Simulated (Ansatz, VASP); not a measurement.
Two plane-wave programs on H

The input INCAR:

```
PREC = Accurate
ENCUT = 400
EDIFF = 1E-6
ISMEAR = 0
SIGMA = 0.01
LREAL = False
LASPH = True
NELM = 120
ALGO = Normal
ISIF = 2
LWAVE = False
LCHARG = False
NBANDS = 8
GGA_COMPAT = False
NELMDL = -8
```

File KPOINTS:

```
regular mesh
0
Gamma
  1 1 1
```

The input POSCAR:

```
H
1.0
    8.0000000000      0.0000000000      0.0000000000
    0.0000000000      8.0000000000      0.0000000000
    0.0000000000      0.0000000000      8.0000000000
H
2
Direct
    0.5000000000      0.5000000000      0.4425000000
    0.5000000000      0.5000000000      0.5575000000
```

Input for Ansatz:

```yaml
crystal:
  lattice:
    - [8.0, 0.0, 0.0]
    - [0.0, 8.0, 0.0]
    - [0.0, 0.0, 8.0]
  atoms:
    - { symbol: H, position: [0.5, 0.5, 0.4425] }
    - { symbol: H, position: [0.5, 0.5, 0.5575] }
scf:
  occupations: { method: fixed }
output:
  forces: true
  stress: false
  eigenvalues: true
hamiltonian:
  xc: lda
basis:
  ecutwfc: 600
kpoints:
  mp_grid: { grid: [1, 1, 1] }
```

Alike in both runs: task single point; functional LDA; k mesh 1 × 1 × 1; no spin polarisation.

```csv
,VASP,Ansatz
version,VASP 6.6.1,Ansatz 0.2.0
potentials or method,"VASP PAW LDA potentials, release 64 (H), cutoff 400 eV","scalar-relativistic, plane waves, PAW"
occupations,"gaussian, width 0.01 eV",fixed
valence electrons in the cell,2,2
```

VASP gave:

| Item | Value |
| --- | --- |
| gap on the k mesh at the Fermi level (eV) | 9.21 |
| rms of the force components (eV/Å) | 1.809 |

What did Ansatz give for the same quantities?

gap on the k mesh at the Fermi level (eV): 9.20; rms of the force components (eV/Å): 1.849.

LDA's correlation is that of Perdew and Zunger in VASP and of Perdew and Wang (1992) in Ansatz. Atom by atom the forces differ by 0.040 eV/Å (rms over components).
